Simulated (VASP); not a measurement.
# FeO (Cm) in VASP: single point with PBEsol

Aim: the single point of FeO with PBEsol.

Program: VASP 6.6.1. These are calculated values, not measurements. Logs are shortened: lines on timing, memory, paths and dates and some standing lists are left out, and cuts for length are marked.

## 1. The cell of the first run

The structure is monoclinic, space group Cm (No. 8). The conventional cell has a = 5.257 Å, b = 3.035 Å, c = 3.066 Å, α = 90.00°, β = 124.86°, γ = 90.00°. Within 2.0 Å of Fe (site symmetry m) lie 1 O at 1.53 Å. O (site symmetry m) has 1 Fe at 1.53 Å within 2.0 Å.

## 2. Single point, PBEsol, collinear spin, ferromagnetic start (atom 2 (O) moved by (-0.450, -0.450) A along y and z)

INCAR reads:

```
ALGO = Normal ; EDIFF = 1E-6
ENCUT = 520 ; GGA = PS
ISIF = 2 ; ISMEAR = 0
ISPIN = 2 ; LASPH = T
LCHARG = T ; LELF = T
LMAXMIX = 4 ; LORBIT = 11
LREAL = F ; LVHAR = T
LWAVE = F ; MAGMOM = 3.79 0.36
NBANDS = 18 ; NELM = 150
PREC = Accurate ; SIGMA = 0.15
```

KPOINTS reads:

```
k-points
0
Gamma
  18 18 18
```

POSCAR reads:

```
FeO
1.0
    1.5176813758      0.8762337509      2.5157933572
   -1.5176813758      0.8762337509      2.5157933572
    0.0000000000     -1.7524675018      2.5157933572
Fe O
1 1
Direct
    0.0000000000      0.0000000000      0.0000000000
    0.3547830624      0.3547830624      0.6115638584
```

Potentials or basis: VASP PAW PBE potentials, release 64 (Fe, O).

Launch:

```
cat potpaw_PBE.64/Fe/POTCAR potpaw_PBE.64/O/POTCAR > POTCAR
mpirun -np 1 vasp_std > vasp.out
```

OUTCAR:

```text
EDIFF = 1E-6
   ENCUT = 520
   GGA = PS
   ISIF = 2
   ISMEAR = 0
   ISPIN = 2
   LASPH = T
   LORBIT = 11
   LREAL = F
   NELM = 150
   PREC = Accurate

 ion  position               nearest neighbor table
   1  0.000  0.000  0.000-   2 1.53   2 2.17   2 2.17   2 2.32   2 2.32
   2  0.355  0.355  0.612-   1 1.53   1 2.17   1 2.17   1 2.32   1 2.32

  LATTYP: Found a trigonal (rhomboedric) cell.
 ALAT       =     3.0660004176
 COS(alpha) =     0.5099427870

  Lattice vectors:

 A1 = (   1.5176813758,   0.8762337509,   2.5157933572)
 A2 = (  -1.5176813758,   0.8762337509,   2.5157933572)
 A3 = (   0.0000000000,  -1.7524675018,   2.5157933572)

Analysis of symmetry for initial positions (statically):
=====================================================================
 Subroutine PRICEL returns:
 Original cell was already a primitive cell.

 Routine SETGRP: Setting up the symmetry group for a
 trigonal (rhombohedral) supercell.

 Subroutine GETGRP returns: Found  2 space group operations
 (whereof  2 operations were pure point group operations)
 out of a pool of 12 trial point group operations.

The static configuration has the point symmetry C_1h.

Analysis of symmetry for dynamics (positions and initial velocities):
=====================================================================
 Subroutine PRICEL returns:
 Original cell was already a primitive cell.

 Routine SETGRP: Setting up the symmetry group for a
 trigonal (rhombohedral) supercell.

 Subroutine GETGRP returns: Found  2 space group operations
 (whereof  2 operations were pure point group operations)
 out of a pool of 12 trial point group operations.

The dynamic configuration has the point symmetry C_1h.

Analysis of structural, dynamic, and magnetic symmetry:
=====================================================================
 Subroutine PRICEL returns:
 Original cell was already a primitive cell.

 Routine SETGRP: Setting up the symmetry group for a
 trigonal (rhombohedral) supercell.

 Subroutine GETGRP returns: Found  2 space group operations
 (whereof  2 operations were pure point group operations)
 out of a pool of 12 trial point group operations.

The overall configuration has the point symmetry C_1h.

 Subroutine INISYM returns: Found  2 space group operations
 (whereof  2 operations are pure point group operations),
 and found     1 'primitive' translations

----------------------------------------------------------------------------------------

                                     Primitive cell

  volume of cell :      20.0737

  direct lattice vectors                    reciprocal lattice vectors
     1.517681376  0.876233751  2.515793357     0.329449915  0.190207997  0.132496309
    -1.517681376  0.876233751  2.515793357    -0.329449915  0.190207997  0.132496309
     0.000000000 -1.752467502  2.515793357     0.000000000 -0.380415994  0.132496309

  length of vectors
     3.066000418  3.066000418  3.066000418     0.402829493  0.402829493  0.402829493

  position of ions in fractional coordinates (direct lattice)
     0.000000000  0.000000000  0.000000000
     0.354783062  0.354783062  0.611563858

  ion indices of the primitive-cell ions
   primitive index   ion index
                 1           1
                 2           2

----------------------------------------------------------------------------------------

 KPOINTS: k-points

Automatic generation of k-mesh.
 Grid dimensions read from file:
 generate k-points for:   18   18   18

 Generating k-lattice:

  Cartesian coordinates                     Fractional coordinates (reciprocal lattice)
     0.018302773  0.010567111  0.007360906     0.055555556  0.000000000  0.000000000
    -0.018302773  0.010567111  0.007360906     0.000000000  0.055555556  0.000000000
     0.000000000 -0.021134222  0.007360906     0.000000000  0.000000000  0.055555556

  Length of vectors
     0.022379416  0.022379416  0.022379416

  Shift w.r.t. Gamma in fractional coordinates (k-lattice)
     0.000000000  0.000000000  0.000000000

 Subroutine IBZKPT returns following result:
 ===========================================

 Found   1550 irreducible k-points:

 Following reciprocal coordinates:
            Coordinates               Weight
  0.000000  0.000000  0.000000      1.000000
  0.055556 -0.000000 -0.000000      4.000000
 -0.000000 -0.000000  0.055556      2.000000
  0.111111 -0.000000 -0.000000      4.000000
 -0.000000 -0.000000  0.111111      2.000000
  0.166667 -0.000000  0.000000      4.000000
[... 16 lines left out ...]
 -0.111111  0.000000 -0.055556      4.000000
  0.055556 -0.000000  0.111111      4.000000
 [... further k-points ...]
   k-points           NKPTS =   1550   k-points in BZ     NKDIM =   1550   number of bands    NBANDS=     18
   number of dos      NEDOS =    301   number of ions     NIONS =      2
   total plane-waves  NPLWV =  13824
   dimension x,y,z NGX =    24 NGY =   24 NGZ =   24
   dimension x,y,z NGXF=    48 NGYF=   48 NGZF=   48
   ions per type =               1   1
   NGX,Y,Z   is equivalent  to a cutoff of  13.01, 13.01, 13.01 a.u.
   NGXF,Y,Z  is equivalent  to a cutoff of  26.03, 26.03, 26.03 a.u.
 SYSTEM =  unknown system
   PREC   = accura    normal or accurate (medium, high low for compatibility)
   ISTART =      0    job   : 0-new  1-cont  2-samecut
   ICHARG =      2    charge: 1-file 2-atom 10-const
   ISPIN  =      2    spin polarized calculation?
   LNONCOLLINEAR =      F non collinear calculations
   LSORBIT =      F    spin-orbit coupling
   LASPH  =      T    aspherical Exc in radial PAW
   ENCUT  =  520.0 eV  38.22 Ry    6.18 a.u.   5.70  5.70  5.70*2*pi/ulx,y,z
   NELM   =    150;   NELMIN=  2; NELMDL= -5     # of ELM steps
   EDIFF  = 0.1E-05   stopping-criterion for ELM
   LREAL  =      F    real-space projection
   EDIFFG = 0.1E-04   stopping-criterion for IOM
   NSW    =      0    number of steps for IOM
   IBRION =     -1    ionic relax: 0-MD 1-quasi-New 2-CG
   NFREE  =      0    steps in history (QN), initial steepest desc. (CG)
   ISIF   =      2    stress and relaxation
   ISYM   =      2    0-nonsym 1-usesym 2-fastsym
   POTIM  = 0.5000    time-step for ionic-motion
   TEBEG  =    0.0;   TEEND  =   0.0 temperature during run
   PSTRESS=    0.0 pullay stress
   NELECT =      14.0000    total number of electrons
   NUPDOWN=      -1.0000    fix difference up-down
   EMIN   =  10.00;   EMAX   =-10.00  energy-range for DOS
   EFERMI =   0.00;   METHOD = LEGACY
   ISMEAR =     0;   SIGMA  =   0.15  broadening in eV -4-tet -1-fermi 0-gaus
   EFERMI_NEDOS =   21; number of points for ismear=-14 and -15
   IALGO  =     38    algorithm
   IMIX   =      4    mixing-type and parameters
     AMIX     =   0.40;   BMIX     =  1.00
     AMIX_MAG =   1.60;   BMIX_MAG =  1.00
  volume/ion in A,a.u.               =      10.04        67.73
  Fermi-wavevector in a.u.,A,eV,Ry     =   1.451806  2.743515 28.677551  2.107741
  Thomas-Fermi vector in A             =   2.569261
   LORBIT       =     11    0 simple, 1 ext, 2 COOP (PROOUT), +10 PAW based schemes
   GGA     = PS    functional components
   LHFCALC =     F    Hartree Fock is set to
   AEXX    =    0.0000 exact exchange contribution
   IVDW    =     0    specifies the selected vdW correction
   LEPSILON=     F    determine dielectric tensor
   LRPA    =     F    only Hartree local field effects (RPA)
 spin polarized calculation
 Gauss-broadening in eV      SIGMA  =   0.15
  energy-cutoff  :      520.00
  volume of cell :       20.07
 maximum number of plane-waves:       556
   NGX = 11   NGY = 11   NGZ = 11

 number of electron      14.0000002 magnetization       3.5206741

 Free energy of the ion-electron system (eV)
  ---------------------------------------------------
  ext. energy  EPLUGINS =         0.00000000
  ---------------------------------------------------
  free energy    TOTEN  =       -13.87121705 eV

  energy without entropy =      -13.84849926  energy(sigma->0) =      -13.85985815

 E-fermi :   6.1398     XC(G=0): -12.2804

 val. band max:        6.1396334162   @ k =   0.2778  -0.0000  -0.0556
 cond. band min:       6.1400044887   @ k =   0.3889  -0.3333   0.3889
 fundamental gap:      0.0003710725
 Fermi energy:         6.1398164719

 spin component 1

 k-point     1 :       0.0000    0.0000    0.0000
  band No.  band energies     occupation
      1     -15.4613      1.00000
      2      -1.6883      1.00000
      3      -0.7771      1.00000
      4      -0.7734      1.00000
      5       2.9803      1.00000
      6       3.0348      1.00000
[... 10 lines left out ...]
     17      27.9310      0.00000
     18      28.6601      0.00000
[... 463 lines left out ...]
 k-point    24 :       0.0556   -0.0000    0.1111
  band No.  band energies     occupation
      1     -15.3710      1.00000
      2      -1.8252      1.00000
      3      -0.8577      1.00000
      4      -0.7225      1.00000
      5       2.9049      1.00000
      6       3.0048      1.00000
[... 10 lines left out ...]
     17      27.9227      0.00000
     18      30.0761      0.00000

 [... further k-points ...]

 Fermi energy:         6.1398164719

 spin component 2

 k-point     1 :       0.0000    0.0000    0.0000
  band No.  band energies     occupation
      1     -14.8559      1.00000
      2      -0.5398      1.00000
      3       0.5498      1.00000
      4       0.5542      1.00000
      5       5.3999      1.00000
      6       6.2477      0.15464
[... 10 lines left out ...]
     17      28.5551      0.00000
     18      29.9727      0.00000
[... 463 lines left out ...]
 k-point    24 :       0.0556   -0.0000    0.1111
  band No.  band energies     occupation
      1     -14.7638      1.00000
      2      -0.7092      1.00000
      3       0.4400      1.00000
      4       0.5559      1.00000
      5       5.4200      1.00000
      6       6.0248      0.86096
[... 10 lines left out ...]
     17      28.8759      0.00000
     18      31.2248      0.00000

 [... further k-points ...]

------------------------ aborting loop because EDIFF is reached ----------------------------------------

  FORCE on cell =-STRESS in cart. coord.  units (eV):
  Direction    XX          YY          ZZ          XY          YZ          ZX
  --------------------------------------------------------------------------------------
  -------------------------------------------------------------------------------------
  Total       -0.6871023     13.0002845      4.4669548      0.0000000      8.4600456      0.0000000
  in kB      -54.8409797   1037.6159560    356.5293929      0.0000000    675.2373946      0.0000000
  external PRESSURE =     446.4347897 kB  Pullay stress =       0.0000000 kB

 VOLUME and BASIS-vectors are now :
 -----------------------------------------------------------------------------
  energy-cutoff  :      520.00
  volume of cell :       20.07
      direct lattice vectors                 reciprocal lattice vectors
     1.517681376  0.876233751  2.515793357     0.329449915  0.190207997  0.132496309
    -1.517681376  0.876233751  2.515793357    -0.329449915  0.190207997  0.132496309
     0.000000000 -1.752467502  2.515793357     0.000000000 -0.380415994  0.132496309

 POSITION                                       TOTAL-FORCE (eV/Angst)
 -----------------------------------------------------------------------------------
      0.00000      0.00000      0.00000         0.000000     -9.876575     -6.010265
      0.00000     -0.45000      3.32369         0.000000      9.876575      6.010265
 -----------------------------------------------------------------------------------
    total drift:                               -0.000000      0.000057      0.000584

  FREE ENERGIE OF THE ION-ELECTRON SYSTEM (eV)
  ---------------------------------------------------
  free  energy   TOTEN  =       -13.8712170494 eV

  energy  without entropy=      -13.8484992604  energy(sigma->0) =      -13.85985815

 total charge

# of ion       s       p       d       tot
------------------------------------------
    1        0.434   0.587   6.474   7.494
    2        1.576   3.482   0.000   5.058
--------------------------------------------------
tot          2.010   4.068   6.474  12.552

 magnetization (x)

# of ion       s       p       d       tot
------------------------------------------
    1        0.055   0.062   2.957   3.074
    2        0.026   0.267   0.000   0.293
--------------------------------------------------
tot          0.081   0.329   2.957   3.367
```

Run time: 13 min. Hardware: 1 thread of Oxide Virtual Turin-like, shared host; peak memory 0.82 GiB.

Results:

| Item | Value |
| --- | --- |
| Free energy | -13.8712 eV |
| Pressure | 44.6 GPa |
| Largest force | 11.562 eV/Å |
| Net moment | 3.52 μB per cell |
| Site moments | Fe +3.07; O +0.29 μB |
| Valence electrons inside the program's atomic spheres | Fe 7.49; O 5.06 |

Forces on the atoms (eV/Å):
```
Fe   0.000 -9.877 -6.010
O    0.000  9.877  6.010
```

Stress tensor (GPa, compression positive):
```
 -5.48   0.00   0.00
  0.00 103.76  67.52
  0.00  67.52  35.65
```

Levels at points of the mesh, in eV from the Fermi level:
Spin up:
```
           k point  band 6  band 7  band 8  band 9  band 10  band 11  band 12  band 13
(0.00, 0.00, 0.00)   -3.11   -1.03   -0.89   -0.79     1.24    13.91    15.56    15.67
(0.50, 0.00, 0.00)   -2.78   -1.99   -0.88   -0.16     5.10     6.97    12.85    14.58
(0.00, 0.00, 0.50)   -2.84   -1.90   -1.05   -0.81     5.20     7.04    13.17    14.64
(0.50, 0.50, 0.00)   -3.41   -2.68   -2.46   -2.44     4.26    10.63    11.07    14.55
(0.50, 0.00, 0.50)   -2.56   -2.04   -1.27   -0.72     4.38     8.21     8.50    15.35
(0.50, 0.50, 0.50)   -2.79   -1.91   -0.40    0.09     5.12     6.73    12.90    14.54
```
Spin down:
| k point | band 1 | band 2 | band 3 | band 4 | band 5 | band 6 | band 7 | band 8 | band 9 | band 10 |
| --- | --- | --- | --- | --- | --- | --- | --- | --- | --- | --- |
| (0.00, 0.00, 0.00) | -21.00 | -6.68 | -5.59 | -5.59 | -0.74 | 0.11 | 0.22 | 1.46 | 1.57 | 3.26 |
| (0.50, 0.00, 0.00) | -20.05 | -8.52 | -6.42 | -5.69 | -0.35 | 0.48 | 0.68 | 1.56 | 2.20 | 6.08 |
| (0.00, 0.00, 0.50) | -20.03 | -8.52 | -6.09 | -5.58 | -0.52 | 0.49 | 0.73 | 1.26 | 1.65 | 6.16 |
| (0.50, 0.50, 0.00) | -20.00 | -7.05 | -5.38 | -5.22 | -2.10 | -1.17 | 0.63 | 0.68 | 0.90 | 5.40 |
| (0.50, 0.00, 0.50) | -19.95 | -7.43 | -6.91 | -6.23 | 0.40 | 0.48 | 0.65 | 0.90 | 1.78 | 5.71 |
| (0.50, 0.50, 0.50) | -20.10 | -8.51 | -6.61 | -5.92 | -0.26 | 0.55 | 0.87 | 2.09 | 2.29 | 6.11 |

Caveat: the cell differs from its parent crystal (atom 2 (O) moved by (-0.450, -0.450) A along y and z); the cell stands under pressure; the PAW data sets were made with another functional, which shifts forces and pressure a little; a cell with one magnetic atom can't hold antiferromagnetic order, which such compounds often take; semilocal functionals often make such compounds metallic where correlation or magnetic order opens a gap, which also shifts bond lengths.
